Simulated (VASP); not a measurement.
Input of a VASP 6.6.1 run:

INCAR

```
SYSTEM = C16SO31
PREC     = Accurate       ! precision mode
ENCUT    = 520            ! plane-wave cutoff, eV
EDIFF    = 1E-6           ! SCF threshold, eV
ISMEAR   = -1             ! smearing method
SIGMA    = 0.01           ! smearing width, eV
LREAL    = Auto         
LASPH    = .True.         ! aspherical terms in the spheres
NELM     = 100            ! most SCF steps
ALGO     = Normal         ! electronic algorithm
ISIF     = 2              ! what is computed and relaxed
LWAVE    = .False.        ! write WAVECAR
LCHARG   = .False.        ! write CHGCAR
GGA      = PE             ! functional
NBANDS   = 158            ! bands
LUSENCCL = .False.
```

File KPOINTS:

```
Automatic mesh
0
Gamma
  2 2 2
  0 0 0
```

File POSCAR:

```
C16SO31
1.0
    8.4544255800      0.0000000000      0.0000000000
    0.0000000000      8.4544255800      0.0000000000
    0.0000000000      0.0000000000      9.3755431800
C S O
16 1 31
Direct
    0.2500000000      0.2500000000      0.2500000000
    0.2500000000      0.2500000000      0.7500000000
    0.2500000000      0.7500000000      0.2500000000
    0.2500000000      0.7500000000      0.7500000000
    0.7500000000      0.2500000000      0.2500000000
    0.7500000000      0.2500000000      0.7500000000
    0.7500000000      0.7500000000      0.2500000000
    0.7500000000      0.7500000000      0.7500000000
    0.0000000000      0.0000000000      0.0000000000
    0.0000000000      0.0000000000      0.5000000000
    0.0000000000      0.5000000000      0.0000000000
    0.0000000000      0.5000000000      0.5000000000
    0.5000000000      0.0000000000      0.0000000000
    0.5000000000      0.0000000000      0.5000000000
    0.5000000000      0.5000000000      0.0000000000
    0.5000000000      0.5000000000      0.5000000000
    0.1524134300      0.3475865700      0.2500000000
    0.1524134300      0.3475865700      0.7500000000
    0.1524134300      0.8475865700      0.2500000000
    0.1524134300      0.8475865700      0.7500000000
    0.6524134300      0.3475865700      0.2500000000
    0.6524134300      0.3475865700      0.7500000000
    0.6524134300      0.8475865700      0.2500000000
    0.6524134300      0.8475865700      0.7500000000
    0.3475865700      0.1524134300      0.2500000000
    0.3475865700      0.1524134300      0.7500000000
    0.3475865700      0.6524134300      0.2500000000
    0.3475865700      0.6524134300      0.7500000000
    0.8475865700      0.1524134300      0.2500000000
    0.8475865700      0.1524134300      0.7500000000
    0.8475865700      0.6524134300      0.2500000000
    0.8475865700      0.6524134300      0.7500000000
    0.0975865700      0.0975865700      0.0000000000
    0.0975865700      0.0975865700      0.5000000000
    0.0975865700      0.5975865700      0.0000000000
    0.0975865700      0.5975865700      0.5000000000
    0.5975865700      0.0975865700      0.0000000000
    0.5975865700      0.0975865700      0.5000000000
    0.5975865700      0.5975865700      0.0000000000
    0.5975865700      0.5975865700      0.5000000000
    0.4024134300      0.4024134300      0.0000000000
    0.4024134300      0.4024134300      0.5000000000
    0.4024134300      0.9024134300      0.0000000000
    0.4024134300      0.9024134300      0.5000000000
    0.9024134300      0.4024134300      0.0000000000
    0.9024134300      0.4024134300      0.5000000000
    0.9024134300      0.9024134300      0.0000000000
    0.9024134300      0.9024134300      0.5000000000
```

Potentials or basis: VASP PAW PBE potentials, release 64 (C, S, O).

Launch:

```bash
$ cat potpaw_PBE.64/C/POTCAR potpaw_PBE.64/S/POTCAR potpaw_PBE.64/O/POTCAR > POTCAR
$ mpirun -np 1 vasp_std > vasp.out
```

Q: What does it give for the band gap on the k mesh?

A: 5.29 eV.

Q: Predict the pressure.

A: 9.9 GPa.

Q: Predict the largest force.

A: 57.447 eV/Å.

Forces in eV/Å, atoms in the order of the input:
```
C    38.372 -38.372   0.000
C     0.091  -0.091   0.000
C    -0.105   0.364   0.000
C     0.023   0.030   0.000
C    -0.364   0.105   0.000
C    -0.030  -0.023   0.000
C    -0.131   0.131   0.000
C    -0.069   0.069   0.000
C     0.068   0.048  -0.020
C     0.068   0.048   0.020
C    -0.084   0.084  -0.212
C    -0.084   0.084   0.212
C    -0.065   0.065   0.109
C    -0.065   0.065  -0.109
C    -0.048  -0.068  -0.020
C    -0.048  -0.068   0.020
S   -40.621  40.621   0.000
O    -0.595   0.595   0.000
O    -0.500   0.411   0.000
O    -0.558   0.540   0.000
O    -0.411   0.500   0.000
O    -0.540   0.558   0.000
O    -0.470   0.470   0.000
O    -0.513   0.513   0.000
O     2.594  -2.594   0.000
O     0.505  -0.505   0.000
O     0.652  -0.608   0.000
O     0.544  -0.560   0.000
O     0.608  -0.652   0.000
O     0.560  -0.544   0.000
O     0.620  -0.620   0.000
O     0.588  -0.588   0.000
O     0.486   0.495  -0.059
O     0.486   0.495   0.059
O     0.552   0.598  -0.021
O     0.552   0.598   0.021
O     0.572   0.531  -0.035
O     0.572   0.531   0.035
O     0.596   0.578   0.011
O     0.596   0.578  -0.011
O    -0.495  -0.486  -0.059
O    -0.495  -0.486   0.059
O    -0.531  -0.572  -0.035
O    -0.531  -0.572   0.035
O    -0.598  -0.552  -0.021
O    -0.598  -0.552   0.021
O    -0.578  -0.596   0.011
O    -0.578  -0.596  -0.011
```

Caveat: atoms lie so close that the PAW spheres overlap strongly, which falsifies energies and pressures.
